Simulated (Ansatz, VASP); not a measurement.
# One calculation of SnSe, two programs

```xyz
2
Lattice="0.0000 3.3198 3.3198 3.3198 0.0000 3.3198 3.3198 3.3198 0.0000" Properties=species:S:1:pos:R:3 pbc="T T T"
Sn    0.0000    0.0000    0.0000
Se    1.6599    1.6599    1.6599
```

Change from the starting cell: volume scaled by 0.94, LAPW.

Alike in both runs: task single point; functional PBE; k mesh 11 × 11 × 11; occupations fermi-dirac, width 0.05 eV; no spin polarisation.

```csv
,VASP,Ansatz
version,VASP 6.6.1,Ansatz 0.2.0
potentials or method,"VASP PAW PBE potentials, release 64 (Sn_d, Se), cutoff 500 eV","all-electron LAPW, scalar-relativistic"
```

|  | VASP | Ansatz | Ansatz less VASP |
| --- | --- | --- | --- |
| pressure (GPa) | 2.1 | 2.1 | -0.01 |

Ansatz ran all-electron here, and VASP with PAW potentials.
